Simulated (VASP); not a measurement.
# ZnSn4N (F-43m) in VASP: further runs

Runs on ZnSn4N. Level: PBE. Tasks: single point, relaxation of cell and atoms.

All numbers are computed with VASP 6.6.1; they aren't measurements. Logs are shortened: lines on timing, memory, paths and dates and some standing lists are left out, and cuts for length are marked.

### Step 1. The cell of the first run

Symmetry: F-43m, No. 216, cubic system. The conventional cell has a = 8.438 Å, b = 8.438 Å, c = 8.438 Å, α = 90.00°, β = 90.00°, γ = 90.00°. Zn (site symmetry -43m) has 12 Sn at 3.50 Å and 4 N at 3.65 Å within 4.6 Å. Sn (site symmetry 3m) has 6 Sn at 2.98 Å and 3 Zn at 3.50 Å and 3 N at 3.50 Å within 3.9 Å. Within 4.6 Å of N (site symmetry -43m) lie 12 Sn at 3.50 Å and 4 Zn at 3.65 Å.

The cell was generated, and may not be a known phase.

### Step 2. Single point, PBE

File INCAR:

```
PREC     = Accurate       # precision mode
ENCUT    = 520            # plane-wave cutoff, eV
EDIFF    = 1E-6           # SCF threshold, eV
ISMEAR   = 0              # smearing method
SIGMA    = 0.1            # smearing width, eV
LREAL    = False          # projectors in reciprocal space
LASPH    = True           # aspherical terms in the spheres
NELM     = 80             # most SCF steps
ALGO     = Normal         # electronic algorithm
ISIF     = 2              # what is computed and relaxed
LWAVE    = False          # write WAVECAR
LCHARG   = True           # write CHGCAR
GGA      = PE             # functional
LELF     = True           # ELF
LVHAR    = True         
NBANDS   = 46             # bands
```

File KPOINTS:

```
Automatic mesh
0
Gamma
  4 4 4
```

File POSCAR:

```
ZnSn4N
1.0
    0.0000000000      4.2188294500      4.2188294500
    4.2188294500      0.0000000000      4.2188294500
    4.2188294500      4.2188294500      0.0000000000
Zn Sn N
1 4 1
Direct
    0.5000000000      0.5000000000      0.5000000000
    0.6248223900      0.1250592000      0.1250592000
    0.1250592000      0.6248223900      0.1250592000
    0.1250592000      0.1250592000      0.6248223900
    0.1250592000      0.1250592000      0.1250592000
    0.7500000000      0.7500000000      0.7500000000
```

Potentials or basis: VASP PAW PBE potentials, release 64 (Zn, Sn_d, N).

Run with:

```
$ cat potpaw_PBE.64/Zn/POTCAR potpaw_PBE.64/Sn_d/POTCAR potpaw_PBE.64/N/POTCAR > POTCAR
$ mpirun -np 1 vasp_std > vasp.out
```

OUTCAR:

```text
PREC = Accurate
   ENCUT = 520
   EDIFF = 1E-6
   ISMEAR = 0
   LREAL = False
   LASPH = True
   NELM = 80
   ISIF = 2
   GGA = PE

 ion  position               nearest neighbor table
   1  0.500  0.500  0.500-
   2  0.625  0.125  0.125-   3 2.98   4 2.98   5 2.98   5 2.98   4 2.98   3 2.98
   3  0.125  0.625  0.125-   2 2.98   4 2.98   5 2.98   4 2.98   5 2.98   2 2.98
   4  0.125  0.125  0.625-   2 2.98   3 2.98   5 2.98   5 2.98   3 2.98   2 2.98
   5  0.125  0.125  0.125-   2 2.98   3 2.98   4 2.98   4 2.98   3 2.98   2 2.98
   6  0.750  0.750  0.750-

  LATTYP: Found a face centered cubic cell.
 ALAT       =     8.4376589000

  Lattice vectors:

 A1 = (   0.0000000000,   4.2188294500,   4.2188294500)
 A2 = (   4.2188294500,   0.0000000000,   4.2188294500)
 A3 = (   4.2188294500,   4.2188294500,   0.0000000000)

Analysis of symmetry for initial positions (statically):
=====================================================================
 Subroutine PRICEL returns:
 Original cell was already a primitive cell.

 Routine SETGRP: Setting up the symmetry group for a
 face centered cubic supercell.

 Subroutine GETGRP returns: Found 24 space group operations
 (whereof 24 operations were pure point group operations)
 out of a pool of 48 trial point group operations.

The static configuration has the point symmetry T_d .

Analysis of symmetry for dynamics (positions and initial velocities):
=====================================================================
 Subroutine PRICEL returns:
 Original cell was already a primitive cell.

 Routine SETGRP: Setting up the symmetry group for a
 face centered cubic supercell.

 Subroutine GETGRP returns: Found 24 space group operations
 (whereof 24 operations were pure point group operations)
 out of a pool of 48 trial point group operations.

The dynamic configuration has the point symmetry T_d .

 Subroutine INISYM returns: Found 24 space group operations
 (whereof 24 operations are pure point group operations),
 and found     1 'primitive' translations

----------------------------------------------------------------------------------------

                                     Primitive cell

  volume of cell :     150.1779

  direct lattice vectors                    reciprocal lattice vectors
     0.000000000  4.218829450  4.218829450    -0.118516287  0.118516287  0.118516287
     4.218829450  0.000000000  4.218829450     0.118516287 -0.118516287  0.118516287
     4.218829450  4.218829450  0.000000000     0.118516287  0.118516287 -0.118516287

  length of vectors
     5.966325826  5.966325826  5.966325826     0.205276230  0.205276230  0.205276230

  position of ions in fractional coordinates (direct lattice)
     0.500000000  0.500000000  0.500000000
     0.624822390  0.125059200  0.125059200
     0.125059200  0.624822390  0.125059200
     0.125059200  0.125059200  0.624822390
     0.125059200  0.125059200  0.125059200
     0.750000000  0.750000000  0.750000000

  ion indices of the primitive-cell ions
   primitive index   ion index
                 1           1
                 2           2
                 3           3
                 4           4
                 5           5
                 6           6

----------------------------------------------------------------------------------------

 KPOINTS: Automatic mesh

Automatic generation of k-mesh.
 Grid dimensions read from file:
 generate k-points for:    4    4    4

 Generating k-lattice:

  Cartesian coordinates                     Fractional coordinates (reciprocal lattice)
    -0.029629072  0.029629072  0.029629072     0.250000000  0.000000000  0.000000000
     0.029629072 -0.029629072  0.029629072     0.000000000  0.250000000  0.000000000
     0.029629072  0.029629072 -0.029629072     0.000000000  0.000000000  0.250000000

  Length of vectors
     0.051319057  0.051319057  0.051319057

  Shift w.r.t. Gamma in fractional coordinates (k-lattice)
     0.000000000  0.000000000  0.000000000

 Subroutine IBZKPT returns following result:
 ===========================================

 Found      8 irreducible k-points:

 Following reciprocal coordinates:
            Coordinates               Weight
  0.000000  0.000000  0.000000      1.000000
  0.250000  0.000000  0.000000      8.000000
  0.500000  0.000000  0.000000      4.000000
  0.250000  0.250000  0.000000      6.000000
  0.500000  0.250000  0.000000     24.000000
 -0.250000  0.250000  0.000000     12.000000
  0.500000  0.500000  0.000000      3.000000
 -0.250000  0.500000  0.250000      6.000000
   k-points           NKPTS =      8   k-points in BZ     NKDIM =      8   number of bands    NBANDS=     46
   number of dos      NEDOS =    301   number of ions     NIONS =      6
   total plane-waves  NPLWV = 110592
   dimension x,y,z NGX =    48 NGY =   48 NGZ =   48
   dimension x,y,z NGXF=    96 NGYF=   96 NGZF=   96
   ions per type =               1   4   1
   NGX,Y,Z   is equivalent  to a cutoff of  13.37, 13.37, 13.37 a.u.
   NGXF,Y,Z  is equivalent  to a cutoff of  26.75, 26.75, 26.75 a.u.
 SYSTEM =  unknown system
   PREC   = accura    normal or accurate (medium, high low for compatibility)
   ISTART =      0    job   : 0-new  1-cont  2-samecut
   ICHARG =      2    charge: 1-file 2-atom 10-const
   ISPIN  =      1    spin polarized calculation?
   LNONCOLLINEAR =      F non collinear calculations
   LSORBIT =      F    spin-orbit coupling
   LASPH  =      T    aspherical Exc in radial PAW
   ENCUT  =  520.0 eV  38.22 Ry    6.18 a.u.  11.09 11.09 11.09*2*pi/ulx,y,z
   NELM   =     80;   NELMIN=  2; NELMDL= -5     # of ELM steps
   EDIFF  = 0.1E-05   stopping-criterion for ELM
   LREAL  =      F    real-space projection
   EDIFFG = 0.1E-04   stopping-criterion for IOM
   NSW    =      0    number of steps for IOM
   IBRION =     -1    ionic relax: 0-MD 1-quasi-New 2-CG
   NFREE  =      0    steps in history (QN), initial steepest desc. (CG)
   ISIF   =      2    stress and relaxation
   ISYM   =      2    0-nonsym 1-usesym 2-fastsym
   POTIM  = 0.5000    time-step for ionic-motion
   TEBEG  =    0.0;   TEEND  =   0.0 temperature during run
   PSTRESS=    0.0 pullay stress
   NELECT =      73.0000    total number of electrons
   NUPDOWN=      -1.0000    fix difference up-down
   EMIN   =  10.00;   EMAX   =-10.00  energy-range for DOS
   EFERMI =   0.00;   METHOD = LEGACY
   ISMEAR =     0;   SIGMA  =   0.10  broadening in eV -4-tet -1-fermi 0-gaus
   EFERMI_NEDOS =   21; number of points for ismear=-14 and -15
   IALGO  =     38    algorithm
   IMIX   =      4    mixing-type and parameters
     AMIX     =   0.40;   BMIX     =  1.00
     AMIX_MAG =   1.60;   BMIX_MAG =  1.00
  volume/ion in A,a.u.               =      25.03       168.91
  Fermi-wavevector in a.u.,A,eV,Ry     =   1.287203  2.432462 22.543389  1.656892
  Thomas-Fermi vector in A             =   2.419232
   LORBIT       =      0    0 simple, 1 ext, 2 COOP (PROOUT), +10 PAW based schemes
   GGA     = PE    functional components
   LHFCALC =     F    Hartree Fock is set to
   AEXX    =    0.0000 exact exchange contribution
   IVDW    =     0    specifies the selected vdW correction
   LEPSILON=     F    determine dielectric tensor
   LRPA    =     F    only Hartree local field effects (RPA)
 non-spin polarized calculation
 Gauss-broadening in eV      SIGMA  =   0.10
  energy-cutoff  :      520.00
  volume of cell :      150.18
 maximum number of plane-waves:      4088
 NGX is ok and might be reduce to    48
   NGX = 23   NGY = 23   NGZ = 23

 number of electron      72.9999987 magnetization

 Free energy of the ion-electron system (eV)
  ---------------------------------------------------
  ext. energy  EPLUGINS =         0.00000000
  ---------------------------------------------------
  free energy    TOTEN  =       -17.79265568 eV

  energy without entropy =      -17.74098460  energy(sigma->0) =      -17.76682014

 E-fermi :   5.5290     XC(G=0):  -9.8806

 val. band max:        5.5198924196   @ k =   0.5000   0.2500   0.0000
 cond. band min:       5.5883409830   @ k =   0.5000   0.5000   0.0000
 fundamental gap:      0.0684485634
 Fermi energy:         5.5289689734

 k-point     1 :       0.0000    0.0000    0.0000
  band No.  band energies     occupation
      1     -16.4429      2.00000
      2     -16.3041      2.00000
      3     -16.3041      2.00000
      4     -16.3041      2.00000
      5     -16.2991      2.00000
      6     -16.2991      2.00000
[... 38 lines left out ...]
     45      12.2854      0.00000
     46      12.2854      0.00000

 k-point     2 :       0.2500    0.0000    0.0000
  band No.  band energies     occupation
      1     -16.3997      2.00000
      2     -16.2964      2.00000
      3     -16.2964      2.00000
      4     -16.2833      2.00000
      5     -16.2365      2.00000
      6     -16.2365      2.00000
[... 38 lines left out ...]
     45      10.6781      0.00000
     46      11.4805      0.00000

 k-point     3 :       0.5000    0.0000    0.0000
  band No.  band energies     occupation
      1     -16.3647      2.00000
      2     -16.2916      2.00000
      3     -16.2916      2.00000
      4     -16.2101      2.00000
      5     -16.0944      2.00000
      6     -16.0923      2.00000
[... 38 lines left out ...]
     45      11.5357      0.00000
     46      11.5357      0.00000

 k-point     4 :       0.2500    0.2500    0.0000
  band No.  band energies     occupation
      1     -16.3789      2.00000
      2     -16.2981      2.00000
      3     -16.2823      2.00000
      4     -16.2457      2.00000
      5     -16.2457      2.00000
      6     -16.2301      2.00000
[... 38 lines left out ...]
     45      10.9710      0.00000
     46      10.9710      0.00000

 k-point     5 :       0.5000    0.2500    0.0000
  band No.  band energies     occupation
      1     -16.3253      2.00000
      2     -16.2711      2.00000
      3     -16.2555      2.00000
      4     -16.2319      2.00000
      5     -16.1523      2.00000
      6     -16.1073      2.00000
[... 38 lines left out ...]
     45      10.3135      0.00000
     46      10.6057      0.00000

 k-point     6 :      -0.2500    0.2500    0.0000
  band No.  band energies     occupation
      1     -16.3441      2.00000
      2     -16.2750      2.00000
      3     -16.2701      2.00000
      4     -16.2437      2.00000
      5     -16.2103      2.00000
      6     -16.1260      2.00000
[... 38 lines left out ...]
     45      10.1936      0.00000
     46      10.7942      0.00000

 k-point     7 :       0.5000    0.5000    0.0000
  band No.  band energies     occupation
      1     -16.3036      2.00000
      2     -16.3034      2.00000
      3     -16.1697      2.00000
      4     -16.1668      2.00000
      5     -16.1490      2.00000
      6     -16.1490      2.00000
[... 38 lines left out ...]
     45       9.9680      0.00000
     46      10.7822      0.00000

 k-point     8 :      -0.2500    0.5000    0.2500
  band No.  band energies     occupation
      1     -16.2583      2.00000
      2     -16.2576      2.00000
      3     -16.2482      2.00000
      4     -16.2471      2.00000
      5     -16.1234      2.00000
      6     -16.1219      2.00000
[... 38 lines left out ...]
     45      10.4170      0.00000
     46      10.9666      0.00000

------------------------ aborting loop because EDIFF is reached ----------------------------------------

  FORCE on cell =-STRESS in cart. coord.  units (eV):
  Direction    XX          YY          ZZ          XY          YZ          ZX
  --------------------------------------------------------------------------------------
  -------------------------------------------------------------------------------------
  Total        1.4852796      1.4852796      1.4852796     -0.0000000      0.0000000     -0.0000000
  in kB       15.8457534     15.8457534     15.8457534     -0.0000000      0.0000000     -0.0000000
  external PRESSURE =      15.8457534 kB  Pullay stress =       0.0000000 kB

 VOLUME and BASIS-vectors are now :
 -----------------------------------------------------------------------------
  energy-cutoff  :      520.00
  volume of cell :      150.18
      direct lattice vectors                 reciprocal lattice vectors
     0.000000000  4.218829450  4.218829450    -0.118516287  0.118516287  0.118516287
     4.218829450  0.000000000  4.218829450     0.118516287 -0.118516287  0.118516287
     4.218829450  4.218829450  0.000000000     0.118516287  0.118516287 -0.118516287

 POSITION                                       TOTAL-FORCE (eV/Angst)
 -----------------------------------------------------------------------------------
      4.21883      4.21883      4.21883        -0.000000     -0.000000     -0.000000
      1.05521      3.16362      3.16362        -0.049424      0.049424      0.049424
      3.16362      1.05521      3.16362         0.049424     -0.049424      0.049424
      3.16362      3.16362      1.05521         0.049424      0.049424     -0.049424
      1.05521      1.05521      1.05521        -0.049424     -0.049424     -0.049424
      6.32824      6.32824      6.32824        -0.000000     -0.000000     -0.000000
 -----------------------------------------------------------------------------------
    total drift:                                0.000044      0.000044      0.000044

  FREE ENERGIE OF THE ION-ELECTRON SYSTEM (eV)
  ---------------------------------------------------
  free  energy   TOTEN  =       -17.7926556826 eV

  energy  without entropy=      -17.7409846043  energy(sigma->0) =      -17.76682014
```

Wall time 2.6 min (1 thread of Intel Xeon 8259CL, shared host); peak memory 0.34 GiB.

What came out:

- Free energy: -17.7927 eV
- Pressure: 1.6 GPa
- Largest force: 0.086 eV/Å
- Band gap on the k mesh: zero (an odd number of electrons rules out a gap without spin polarisation)

Forces on the atoms (eV/Å):
```
Zn   0.000  0.000  0.000
Sn  -0.049  0.049  0.049
Sn   0.049 -0.049  0.049
Sn   0.049  0.049 -0.049
Sn  -0.049 -0.049 -0.049
N    0.000  0.000  0.000
```

Caveat: spin-orbit coupling is left out, which moves the levels of the heavy elements.

### Step 3. Single point, PBE

This run uses another cell than the first one, of 26.04 Å³/atom.

File INCAR:

```
SYSTEM = ZnSn4N
  PREC = Accurate
  ENCUT = 520
  EDIFF = 1E-6
  ISMEAR = 0
  SIGMA = 0.1
  LREAL = .FALSE.
  LASPH = .TRUE.
  NELM = 80
  ALGO = Normal
  ISIF = 2
  LWAVE = .FALSE.
  LCHARG = .FALSE.
  GGA = PE
  NBANDS = 46
```

File KPOINTS:

```
Automatic mesh
0
G
  8 8 8
  0 0 0
```

File POSCAR:

```
ZnSn4N
1.0
    0.0000000000      4.2749940685      4.2749940685
    4.2749940685      0.0000000000      4.2749940685
    4.2749940685      4.2749940685      0.0000000000
Zn Sn N
1 4 1
Direct
    0.5000000000      0.5000000000      0.5000000000
    0.6255372066      0.1248209311      0.1248209311
    0.1248209311      0.6255372066      0.1248209311
    0.1248209311      0.1248209311      0.6255372066
    0.1248209311      0.1248209311      0.1248209311
    0.7500000000      0.7500000000      0.7500000000
```

Potentials or basis: VASP PAW PBE potentials, release 64 (Zn, Sn_d, N).

Run with:

```
$ cat potpaw_PBE.64/Zn/POTCAR potpaw_PBE.64/Sn_d/POTCAR potpaw_PBE.64/N/POTCAR > POTCAR
$ mpirun -np 1 vasp_std > vasp.out
```

It took 8.7 min on 1 thread of Intel Xeon 8259CL, shared host; peak memory 0.43 GiB.

The run converged. Its results:

```
Free energy            : -17.8164 eV
Pressure               : 0.0 GPa
Band gap on the k mesh : zero (an odd number of electrons rules out a gap without spin polarisation)
```

Levels at points of the mesh, in eV from the Fermi level:
| k point | band 35 | band 36 | band 37 | band 38 | band 39 | band 40 |
| --- | --- | --- | --- | --- | --- | --- |
| (0.00, 0.00, 0.00) | -1.78 | -0.62 | -0.62 | -0.43 | -0.43 | -0.43 |
| (0.50, 0.00, 0.00) | -0.35 | -0.16 | -0.16 | 1.09 | 1.09 | 1.54 |
| (0.50, 0.50, 0.00) | -0.15 | 0.01 | 1.10 | 1.10 | 1.58 | 1.69 |

Caveat: spin-orbit coupling is left out, which moves the levels of the heavy elements.

### Step 4. Relaxation of cell and atoms, PBE

File INCAR:

```
  ALGO = Normal
  EDIFF = 1E-6
  EDIFFG = -0.01
  ENCUT = 600
  GGA = PE
  IBRION = 2
  ISIF = 3
  ISMEAR = 0
  LASPH = True
  LCHARG = False
  LREAL = False
  LWAVE = False
  NELM = 60
  NSW = 100
  PREC = Accurate
  SIGMA = 0.1
```

File KPOINTS:

```
k-points
0
Gamma
  8 8 8
```

File POSCAR:

```
ZnSn4N
1.0
    0.0000000000      4.2188294500      4.2188294500
    4.2188294500      0.0000000000      4.2188294500
    4.2188294500      4.2188294500      0.0000000000
Zn Sn N
1 4 1
Direct
    0.5000000000      0.5000000000      0.5000000000
    0.6248223900      0.1250592000      0.1250592000
    0.1250592000      0.6248223900      0.1250592000
    0.1250592000      0.1250592000      0.6248223900
    0.1250592000      0.1250592000      0.1250592000
    0.7500000000      0.7500000000      0.7500000000
```

Run with:

```
$ cat potpaw_PBE.64/Zn/POTCAR potpaw_PBE.64/Sn_d/POTCAR potpaw_PBE.64/N/POTCAR > POTCAR
$ mpirun -np 1 vasp_std > vasp.out
```

It took 17 min on 1 thread of Intel Xeon 8259CL, shared host; peak memory 0.47 GiB.

It converged, with:

```yaml
Free_energy: -17.8156 eV
Relaxed_volume: 26.02 Å³/atom
Relaxed_cell: a = 6.044 Å, b = 6.044 Å, c = 6.044 Å, α = 60.00°, β = 60.00°, γ = 60.00°
Space_group_after_relaxing_to_0.1_Å: F-43m (No. 216)
Energy_gained_by_relaxing: 5.5 meV/atom
Ionic_steps: 4
Pressure_after_relaxing: 0.0 GPa
Largest_force_after_relaxing: 0.004 eV/Å
Band_gap_on_the_k_mesh: zero (an odd number of electrons rules out a gap without spin polarisation)
```

Forces in eV/Å, atoms in the order of the input:
```
Zn   0.000  0.000  0.000
Sn  -0.002  0.002  0.002
Sn   0.002 -0.002  0.002
Sn   0.002  0.002 -0.002
Sn  -0.002 -0.002 -0.002
N    0.000  0.000  0.000
```

Step by step:
```csv
step,energy change (eV),largest force (eV/Å),pressure (GPa),volume (Å³)
1,0.0000,0.0942,1.78,150.18
2,-0.0327,0.0240,-0.04,156.29
3,-0.0327,0.0201,0.06,156.10
4,-0.0327,0.0041,0.00,156.15
```

Final structure:
```
Zn Sn N
1.0
     0.00000    4.27400    4.27400
     4.27400    0.00000    4.27400
     4.27400    4.27400    0.00000
Zn Sn N
1 4 1
Direct
  0.50000 0.50000 0.50000
  0.62551 0.12483 0.12483
  0.12483 0.62551 0.12483
  0.12483 0.12483 0.62551
  0.12483 0.12483 0.12483
  0.75000 0.75000 0.75000
```

Levels at points of the mesh, in eV from the Fermi level:
| k point | band 35 | band 36 | band 37 | band 38 | band 39 | band 40 |
| --- | --- | --- | --- | --- | --- | --- |
| (0.00, 0.00, 0.00) | -1.79 | -0.62 | -0.62 | -0.43 | -0.43 | -0.43 |
| (0.50, 0.00, 0.00) | -0.35 | -0.16 | -0.16 | 1.09 | 1.09 | 1.54 |
| (0.50, 0.50, 0.00) | -0.15 | 0.01 | 1.10 | 1.10 | 1.58 | 1.69 |

Caveat: spin-orbit coupling is left out, which moves the levels of the heavy elements.

### Step 5. The runs side by side

```tsv
task	cell	k mesh	cutoff (eV)	gap on the mesh (eV)	pressure (GPa)
single point	a = 5.966 Å, angles 60.0°, 6 atoms, atomic positions A	4 × 4 × 4	520	none	1.6
single point	a = 6.046 Å, angles 60.0°, 6 atoms, atomic positions B	8 × 8 × 8	520	none	0.0
relaxation of cell and atoms	relaxed from a = 5.966 Å, angles 60.0°, 6 atoms, atomic positions A	8 × 8 × 8	600	none	0.0
```

Alike in all rows: level PBE; potentials or basis VASP PAW PBE potentials, release 64 (Zn, Sn_d, N); no spin polarisation; smearing gaussian 0.1 eV.

Caveats: spin-orbit coupling is left out, which moves the levels of the heavy elements.

Absolute energies hang on the potentials; compare differences alone.

The gap in the log of VASP goes by the Fermi energy; the results here count the filled bands.